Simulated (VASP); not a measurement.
# WS2 (P6_3/mmc) in VASP: notebook

WS2 is run at these levels: LDA, PBE; tasks: electric field gradients.

All numbers are computed with VASP 6.6.1; they aren't measurements. Logs are shortened: lines on timing, memory, paths and dates and some standing lists are left out, and cuts for length are marked.

### 1 The cell of the first run

Symmetry: P6_3/mmc, No. 194, hexagonal system. Conventional cell: a = 3.180 Å, b = 3.180 Å, c = 12.500 Å, α = 90.00°, β = 90.00°, γ = 120.00°. Within 3.2 Å of W (site symmetry -6m2) lie 6 S at 2.41 Å and 6 W at 3.18 Å. S (site symmetry 3m) has 3 W at 2.41 Å and 7 S at 3.14 to 3.18 Å within 3.2 Å.

### 2 Electric field gradients, LDA, collinear spin

The input, INCAR:

```
PREC     = Accurate       # precision mode
ENCUT    = 520            # plane-wave cutoff, eV
EDIFF    = 1E-8           # SCF threshold, eV
ISMEAR   = -1             # smearing method
SIGMA    = 0.02           # smearing width, eV
LREAL    = F              # projectors in reciprocal space
LASPH    = T              # aspherical terms in the spheres
NELM     = 150            # most SCF steps
ALGO     = Normal         # electronic algorithm
ISIF     = 2              # what is computed and relaxed
LWAVE    = F              # write WAVECAR
LCHARG   = F              # write CHGCAR
ISPIN    = 2              # spin polarisation
MAGMOM   = 2 2 0 0 0 0    # initial moments
LORBIT   = 11             # projections on sites
LMAXMIX  = 4              # l up to which the mixer works
GGA      = CA             # functional
LEFG     = T            
NBANDS   = 39             # bands
```

The input, KPOINTS:

```
regular mesh
0
Gamma
  11 11 3
```

The input, POSCAR:

```
WS2
1.0
    3.1800000000      0.0000000000      0.0000000000
   -1.5900000000      2.7539607840      0.0000000000
    0.0000000000      0.0000000000     12.5000000000
W S
2 4
Direct
    0.3333333333      0.6666666667      0.2500000000
    0.6666666667      0.3333333333      0.7500000000
    0.3333333333      0.6666666667      0.6244923886
    0.6666666667      0.3333333333      0.1244923886
    0.3333333333      0.6666666667      0.8755076114
    0.6666666667      0.3333333333      0.3755076114
```

Potentials or basis: VASP PAW LDA potentials, release 64 (W_sv, S).

The run is started by

```sh
$ cat potpaw_LDA.64/W_sv/POTCAR potpaw_LDA.64/S/POTCAR > POTCAR
$ mpirun -np 1 vasp_std > vasp.out
```

OUTCAR:

```text
PREC = Accurate
   ENCUT = 520
   EDIFF = 1E-8
   ISMEAR = -1
   LREAL = F
   LASPH = T
   NELM = 150
   ISIF = 2
   ISPIN = 2
   LORBIT = 11
   GGA = CA

 ion  position               nearest neighbor table
   1  0.333  0.667  0.250-   4 2.41   6 2.41   4 2.41   6 2.41   4 2.41   6 2.41
   2  0.667  0.333  0.750-   3 2.41   5 2.41   3 2.41   5 2.41   3 2.41   5 2.41
   3  0.333  0.667  0.624-   2 2.41   2 2.41   2 2.41
   4  0.667  0.333  0.124-   1 2.41   1 2.41   1 2.41
   5  0.333  0.667  0.876-   2 2.41   2 2.41   2 2.41
   6  0.667  0.333  0.376-   1 2.41   1 2.41   1 2.41

  LATTYP: Found a hexagonal cell.
 ALAT       =     3.1800000000
 C/A-ratio  =     3.9308176101

  Lattice vectors:

 A1 = (   3.1800000000,   0.0000000000,   0.0000000000)
 A2 = (  -1.5900000000,   2.7539607840,   0.0000000000)
 A3 = (   0.0000000000,   0.0000000000,  12.5000000000)

Analysis of symmetry for initial positions (statically):
=====================================================================
 Subroutine PRICEL returns:
 Original cell was already a primitive cell.

 Routine SETGRP: Setting up the symmetry group for a
 hexagonal supercell.

 Subroutine GETGRP returns: Found 24 space group operations
 (whereof 12 operations were pure point group operations)
 out of a pool of 24 trial point group operations.

The static configuration has the point symmetry D_3d.
 The point group associated with its full space group is D_6h.

Analysis of symmetry for dynamics (positions and initial velocities):
=====================================================================
 Subroutine PRICEL returns:
 Original cell was already a primitive cell.

 Routine SETGRP: Setting up the symmetry group for a
 hexagonal supercell.

 Subroutine GETGRP returns: Found 24 space group operations
 (whereof 12 operations were pure point group operations)
 out of a pool of 24 trial point group operations.

The dynamic configuration has the point symmetry D_3d.
 The point group associated with its full space group is D_6h.

Analysis of structural, dynamic, and magnetic symmetry:
=====================================================================
 Subroutine PRICEL returns:
 Original cell was already a primitive cell.

 Routine SETGRP: Setting up the symmetry group for a
 hexagonal supercell.

 Subroutine GETGRP returns: Found 24 space group operations
 (whereof 12 operations were pure point group operations)
 out of a pool of 24 trial point group operations.

The overall configuration has the point symmetry D_3d.
 The point group associated with its full space group is D_6h.

 Subroutine INISYM returns: Found 24 space group operations
 (whereof 12 operations are pure point group operations),
 and found     1 'primitive' translations

----------------------------------------------------------------------------------------

                                     Primitive cell

  volume of cell :     109.4699

  direct lattice vectors                    reciprocal lattice vectors
     3.180000000  0.000000000  0.000000000     0.314465409  0.181556688  0.000000000
    -1.590000000  2.753960784  0.000000000     0.000000000  0.363113377  0.000000000
     0.000000000  0.000000000 12.500000000     0.000000000  0.000000000  0.080000000

  length of vectors
     3.180000000  3.180000000 12.500000000     0.363113377  0.363113377  0.080000000

  position of ions in fractional coordinates (direct lattice)
     0.333333333  0.666666667  0.250000000
     0.666666667  0.333333333  0.750000000
     0.333333333  0.666666667  0.624492389
     0.666666667  0.333333333  0.124492389
     0.333333333  0.666666667  0.875507611
     0.666666667  0.333333333  0.375507611

  ion indices of the primitive-cell ions
   primitive index   ion index
                 1           1
                 2           2
                 3           3
                 4           4
                 5           5
                 6           6
[... 98 lines left out ...]
   LHFCALC =     F    Hartree Fock is set to
   AEXX    =    0.0000 exact exchange contribution
   IVDW    =     0    specifies the selected vdW correction
   LEPSILON=     F    determine dielectric tensor
   LRPA    =     F    only Hartree local field effects (RPA)
 spin polarized calculation
  energy-cutoff  :      520.00
  volume of cell :      109.47
 maximum number of plane-waves:      2978
 NGX is ok and might be reduce to    24
   NGX = 11   NGY = 11   NGZ = 47

 number of electron      52.0000006 magnetization       0.0000221

 Free energy of the ion-electron system (eV)
  ---------------------------------------------------
  ext. energy  EPLUGINS =         0.00000000
  ---------------------------------------------------
  free energy    TOTEN  =       -52.44226193 eV

  energy without entropy =      -52.44226193  energy(sigma->0) =      -52.44226193

 E-fermi :   7.3622     XC(G=0): -11.0837

 val. band max:        6.9494933842   @ k =   0.0000   0.0000   0.0000
 cond. band min:       7.9247501993   @ k =   0.1818   0.1818   0.0000
 fundamental gap:      0.9752568152
 Fermi energy:         7.3622109361

 spin component 1

 k-point     1 :       0.0000    0.0000    0.0000
  band No.  band energies     occupation
      1     -67.2273      1.00000
      2     -67.2273      1.00000
      3     -31.7343      1.00000
      4     -31.7343      1.00000
      5     -31.5699      1.00000
      6     -31.5699      1.00000
[... 973 lines left out ...]
     37      15.2348      0.00000
     38      15.4152      0.00000

 [... further k-points ...]

 spin component 2

 k-point     1 :       0.0000    0.0000    0.0000
  band No.  band energies     occupation
      1     -67.2273      1.00000
      2     -67.2273      1.00000
      3     -31.7343      1.00000
      4     -31.7343      1.00000
      5     -31.5699      1.00000
      6     -31.5699      1.00000
[... 973 lines left out ...]
     37      15.2348      0.00000
     38      15.4152      0.00000

 [... further k-points ...]

 [bands above 38 left out]

------------------------ aborting loop because EDIFF is reached ----------------------------------------

  FORCE on cell =-STRESS in cart. coord.  units (eV):
  Direction    XX          YY          ZZ          XY          YZ          ZX
  --------------------------------------------------------------------------------------
  -------------------------------------------------------------------------------------
  Total       -4.3060997     -4.3060997     -3.5012176      0.0000000      0.0000000      0.0000000
  in kB      -63.0231027    -63.0231027    -51.2430305      0.0000000      0.0000000      0.0000000
  external PRESSURE =     -59.0964120 kB  Pullay stress =       0.0000000 kB

 VOLUME and BASIS-vectors are now :
 -----------------------------------------------------------------------------
  energy-cutoff  :      520.00
  volume of cell :      109.47
      direct lattice vectors                 reciprocal lattice vectors
     3.180000000  0.000000000  0.000000000     0.314465409  0.181556688  0.000000000
    -1.590000000  2.753960784  0.000000000     0.000000000  0.363113377  0.000000000
     0.000000000  0.000000000 12.500000000     0.000000000  0.000000000  0.080000000

 POSITION                                       TOTAL-FORCE (eV/Angst)
 -----------------------------------------------------------------------------------
     -0.00000      1.83597      3.12500         0.000000     -0.000000      0.000000
      1.59000      0.91799      9.37500        -0.000000      0.000000      0.000000
     -0.00000      1.83597      7.80615        -0.000000      0.000000      0.435125
      1.59000      0.91799      1.55615         0.000000     -0.000000      0.435125
     -0.00000      1.83597     10.94385        -0.000000      0.000000     -0.435125
      1.59000      0.91799      4.69385         0.000000     -0.000000     -0.435125
 -----------------------------------------------------------------------------------
    total drift:                               -0.000000      0.000000     -0.000000

  FREE ENERGIE OF THE ION-ELECTRON SYSTEM (eV)
  ---------------------------------------------------
  free  energy   TOTEN  =       -52.4422619287 eV

  energy  without entropy=      -52.4422619286  energy(sigma->0) =      -52.44226193

 Electric field gradients (V/A^2)
---------------------------------------------------------------------
 ion       V_xx      V_yy      V_zz      V_xy      V_xz      V_yz
---------------------------------------------------------------------
   1      80.174    80.174  -160.348     0.000     0.000    -0.000
   2      80.174    80.174  -160.348     0.000    -0.000     0.000
   3      23.197    23.198   -46.394     0.000    -0.000     0.000
   4      23.197    23.198   -46.394     0.000     0.000    -0.000
   5      23.197    23.198   -46.394     0.000     0.000    -0.000
   6      23.197    23.198   -46.394     0.000    -0.000     0.000
---------------------------------------------------------------------

 Electric field gradients after diagonalization (V/A^2)
 (convention: |V_zz| > |V_xx| > |V_yy|)
----------------------------------------------------------------------
 ion       V_xx      V_yy      V_zz     asymmetry (V_yy - V_xx)/ V_zz
----------------------------------------------------------------------
   1      80.174    80.174  -160.348       0.000
   2      80.174    80.174  -160.348       0.000
   3      23.198    23.197   -46.394       0.000
   4      23.198    23.197   -46.394       0.000
   5      23.198    23.197   -46.394       0.000
   6      23.198    23.197   -46.394       0.000
----------------------------------------------------------------------

           NMR quadrupolar parameters

 Cq : quadrupolar parameter    Cq=e*Q*V_zz/h
 eta: asymmetry parameters     (V_yy - V_xx)/ V_zz
 Q  : nuclear electric quadrupole moment in mb (millibarn)
----------------------------------------------------------------------
 ion       Cq(MHz)       eta       Q (mb)
----------------------------------------------------------------------
   1      -0.388       0.000       1.000
   2      -0.388       0.000       1.000
   3      -0.112       0.000       1.000
   4      -0.112       0.000       1.000
   5      -0.112       0.000       1.000
   6      -0.112       0.000       1.000
----------------------------------------------------------------------

 total charge

# of ion       s       p       d       tot
------------------------------------------
    1        2.321   6.321   3.409  12.051
    2        2.321   6.321   3.409  12.051
    3        1.357   2.345   0.000   3.702
    4        1.357   2.345   0.000   3.702
    5        1.357   2.345   0.000   3.702
    6        1.357   2.345   0.000   3.702
--------------------------------------------------
tot         10.071  22.021   6.818  38.911

 magnetization (x)

# of ion       s       p       d       tot
------------------------------------------
    1       -0.000   0.000  -0.000  -0.000
    2       -0.000   0.000  -0.000  -0.000
    3       -0.000   0.000   0.000   0.000
    4       -0.000   0.000   0.000   0.000
    5       -0.000   0.000   0.000   0.000
    6       -0.000   0.000   0.000   0.000
--------------------------------------------------
tot         -0.000   0.000  -0.000  -0.000
```

Run time: 3.4 min. Hardware: 1 thread of Intel Xeon Platinum 8259CL at 2.50GHz (Skylake/Cascade Lake), shared host; peak memory 0.32 GiB.

Results:

* Free energy: -52.4423 eV
* Pressure: -5.9 GPa
* Largest force: 0.435 eV/Å
* Band gap on the k mesh: 0.98 eV (least direct gap 2.00 eV)
* Net moment: 0.00 μB per cell
* Largest electric field gradient by atom: W -160.3; S -46.4 V/Å²
* Valence electrons inside the program's atomic spheres: W 12.05; S 3.70

Forces on the atoms (eV/Å):
```
W    0.000  0.000  0.000
W    0.000  0.000  0.000
S    0.000  0.000  0.435
S    0.000  0.000  0.435
S    0.000  0.000 -0.435
S    0.000  0.000 -0.435
```

Stress tensor (GPa, compression positive):
```
-6.30  0.00  0.00
 0.00 -6.30  0.00
 0.00  0.00 -5.12
```

Electric field gradients, principal values (V/Å²):
```
atom   least  middle  greatest (by size)
 1 W  80.174  80.174            -160.348
 2 W  80.174  80.174            -160.348
 3 S  23.197  23.198             -46.394
 4 S  23.197  23.198             -46.394
 5 S  23.197  23.198             -46.394
 6 S  23.197  23.198             -46.394
```

Caveat: the cell stands under tension; without QUAD_EFG the Cq values of the log hold for a quadrupole moment of 1 mb, not for the nuclei; spin-orbit coupling is left out, which moves the levels of the heavy elements; an odd mesh through Γ misses points on the zone boundary, where band edges can lie.

### 3 Electric field gradients, PBE, collinear spin

The input, INCAR:

```
SYSTEM = WS2
  PREC = Accurate
  ENCUT = 520
  EDIFF = 1E-8
  ISMEAR = -1
  SIGMA = 0.02
  LREAL = .False.
  LASPH = .True.
  NELM = 150
  ALGO = Normal
  ISIF = 2
  LWAVE = .False.
  LCHARG = .False.
  ISPIN = 2
  MAGMOM = 2 2 0 0 0 0
  LORBIT = 11
  LMAXMIX = 4
  GGA = PE
  LEFG = .True.
  NBANDS = 39
```

The input, KPOINTS:

```
regular mesh
0
Gamma
  11 11 3
  0 0 0
```

The input, POSCAR:

```
WS2
1.0
    3.1800000000      0.0000000000      0.0000000000
   -1.5900000000      2.7539607840      0.0000000000
    0.0000000000      0.0000000000     12.5000000000
W S
2 4
Direct
    0.3333333333      0.6666666667      0.2500000000
    0.6666666667      0.3333333333      0.7500000000
    0.3333333333      0.6666666667      0.6250000000
    0.6666666667      0.3333333333      0.1250000000
    0.3333333333      0.6666666667      0.8750000000
    0.6666666667      0.3333333333      0.3750000000
```

Potentials or basis: VASP PAW PBE potentials, release 64 (W_sv, S).

The run is started by

```sh
$ cat potpaw_PBE.64/W_sv/POTCAR potpaw_PBE.64/S/POTCAR > POTCAR
$ mpirun -np 1 vasp_std > vasp.out
```

OUTCAR:

```text
SYSTEM = WS2
   PREC = Accurate
   ENCUT = 520
   EDIFF = 1E-8
   ISMEAR = -1
   LREAL = .False.
   LASPH = .True.
   NELM = 150
   ISIF = 2
   ISPIN = 2
   LORBIT = 11
   GGA = PE

 ion  position               nearest neighbor table
   1  0.333  0.667  0.250-   4 2.41   6 2.41   4 2.41   6 2.41   4 2.41   6 2.41
   2  0.667  0.333  0.750-   3 2.41   5 2.41   3 2.41   5 2.41   3 2.41   5 2.41
   3  0.333  0.667  0.625-   2 2.41   2 2.41   2 2.41
   4  0.667  0.333  0.125-   1 2.41   1 2.41   1 2.41
   5  0.333  0.667  0.875-   2 2.41   2 2.41   2 2.41
   6  0.667  0.333  0.375-   1 2.41   1 2.41   1 2.41

  LATTYP: Found a hexagonal cell.
 ALAT       =     3.1800000000
 C/A-ratio  =     3.9308176101

  Lattice vectors:

 A1 = (   3.1800000000,   0.0000000000,   0.0000000000)
 A2 = (  -1.5900000000,   2.7539607840,   0.0000000000)
 A3 = (   0.0000000000,   0.0000000000,  12.5000000000)

Analysis of symmetry for initial positions (statically):
=====================================================================
 Subroutine PRICEL returns:
 Original cell was already a primitive cell.

 Routine SETGRP: Setting up the symmetry group for a
 hexagonal supercell.

[... 2221 lines left out ...]
   6      23.263    23.264   -46.527     0.001    -0.000     0.000
---------------------------------------------------------------------

 Electric field gradients after diagonalization (V/A^2)
 (convention: |V_zz| > |V_xx| > |V_yy|)
----------------------------------------------------------------------
 ion       V_xx      V_yy      V_zz     asymmetry (V_yy - V_xx)/ V_zz
----------------------------------------------------------------------
   1      78.650    78.650  -157.301       0.000
   2      78.650    78.650  -157.301       0.000
   3      23.264    23.263   -46.527       0.000
   4      23.264    23.263   -46.527       0.000
   5      23.264    23.263   -46.527       0.000
   6      23.264    23.263   -46.527       0.000
----------------------------------------------------------------------

           NMR quadrupolar parameters

 Cq : quadrupolar parameter    Cq=e*Q*V_zz/h
 eta: asymmetry parameters     (V_yy - V_xx)/ V_zz
 Q  : nuclear electric quadrupole moment in mb (millibarn)
----------------------------------------------------------------------
 ion       Cq(MHz)       eta       Q (mb)
----------------------------------------------------------------------
   1      -0.380       0.000       1.000
   2      -0.380       0.000       1.000
   3      -0.113       0.000       1.000
   4      -0.113       0.000       1.000
   5      -0.113       0.000       1.000
   6      -0.113       0.000       1.000
----------------------------------------------------------------------

 total charge

# of ion       s       p       d       tot
------------------------------------------
    1        2.320   6.326   3.374  12.020
    2        2.320   6.326   3.374  12.020
    3        1.359   2.365   0.000   3.724
    4        1.359   2.365   0.000   3.724
    5        1.359   2.365   0.000   3.724
    6        1.359   2.365   0.000   3.724
--------------------------------------------------
tot         10.076  22.111   6.748  38.935

 magnetization (x)

# of ion       s       p       d       tot
------------------------------------------
    1       -0.000  -0.000  -0.000  -0.000
    2       -0.000  -0.000  -0.000  -0.000
    3       -0.000   0.000   0.000   0.000
    4       -0.000   0.000   0.000   0.000
    5       -0.000   0.000   0.000   0.000
    6       -0.000   0.000   0.000   0.000
--------------------------------------------------
tot         -0.000   0.000  -0.000  -0.000
```

It took 5.2 min on 1 thread of Intel Xeon 8259CL, shared host; peak memory 0.38 GiB.

Results:

- Free energy: -47.2810 eV
- Pressure: 2.2 GPa
- Largest force: 0.132 eV/Å
- Band gap on the k mesh: 1.06 eV (least direct gap 2.00 eV)
- Net moment: 0.00 μB per cell
- Largest electric field gradient by atom: W -157.3; S -46.5 V/Å²
- Valence electrons inside the program's atomic spheres: W 12.02; S 3.72

Forces in eV/Å, atoms in the order of the input:
```
W    0.000  0.000  0.000
W    0.000  0.000  0.000
S    0.000  0.000 -0.132
S    0.000  0.000 -0.132
S    0.000  0.000  0.132
S    0.000  0.000  0.132
```

Electric field gradients, principal values (V/Å²):
| atom | least | middle | greatest (by size) |
| --- | --- | --- | --- |
| 1 W | 78.650 | 78.650 | -157.301 |
| 2 W | 78.650 | 78.650 | -157.301 |
| 3 S | 23.263 | 23.264 | -46.527 |
| 4 S | 23.263 | 23.264 | -46.527 |
| 5 S | 23.263 | 23.264 | -46.527 |
| 6 S | 23.263 | 23.264 | -46.527 |

Caveat: without QUAD_EFG the Cq values of the log hold for a quadrupole moment of 1 mb, not for the nuclei; spin-orbit coupling is left out, which moves the levels of the heavy elements; an odd mesh through Γ misses points on the zone boundary, where band edges can lie; this functional lacks dispersion, which binds the layers, so the pressure and a relaxed spacing across them are unreliable.
